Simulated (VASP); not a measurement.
## B: single point with PBE

B:

```
B
1.0
     4.20023    0.00000    0.00000
     0.00000    4.20023    0.00000
     0.00000    0.00000    1.91756
B
4
Direct
  0.20320 0.50000 0.00000
  0.79680 0.50000 0.00000
  0.50000 0.20320 0.00000
  0.50000 0.79680 0.00000
```

```
Program                : VASP 6.6.1
Task                   : single point
Functional             : PBE
Potentials or basis    : VASP PAW PBE potentials, release 64 (B)
Cutoff                 : 520 eV
k mesh                 : 12 × 12 × 24
Occupations            : gaussian, width 0.1 eV
Spin                   : no spin polarisation
Dipole correction      : no
Further INCAR settings : ALGO = Normal; EDIFF = 1e-06; NBANDS = 14
```

- Pressure: 0.0 GPa
- Band gap on the k mesh: zero (band 6 reaches 5.32 eV, above the bottom of band 7 at 3.77 eV)

Levels at points of the mesh, in eV from the Fermi level:
| k point | band 4 | band 5 | band 6 | band 7 | band 8 | band 9 |
| --- | --- | --- | --- | --- | --- | --- |
| (0.00, 0.00, 0.00) | -7.61 | -7.48 | -2.27 | 3.46 | 3.46 | 6.67 |
| (0.50, 0.00, 0.00) | -6.81 | -4.51 | -3.34 | 2.86 | 4.72 | 9.01 |
| (0.50, 0.50, 0.00) | -6.47 | -2.24 | -2.24 | 4.89 | 5.00 | 5.43 |
| (0.00, 0.00, 0.50) | -1.68 | -0.80 | -0.80 | -0.78 | -0.04 | -0.04 |
| (0.50, 0.00, 0.50) | -2.92 | -1.24 | -0.70 | 0.91 | 1.08 | 1.34 |
| (0.50, 0.50, 0.50) | -4.67 | -2.48 | -2.48 | -0.15 | 2.73 | 2.73 |

Wall time 31 s on 1 thread of Intel(R) Xeon(R) 6975P-C (Granite Rapids) (shared host), peak memory 0.23 GiB.
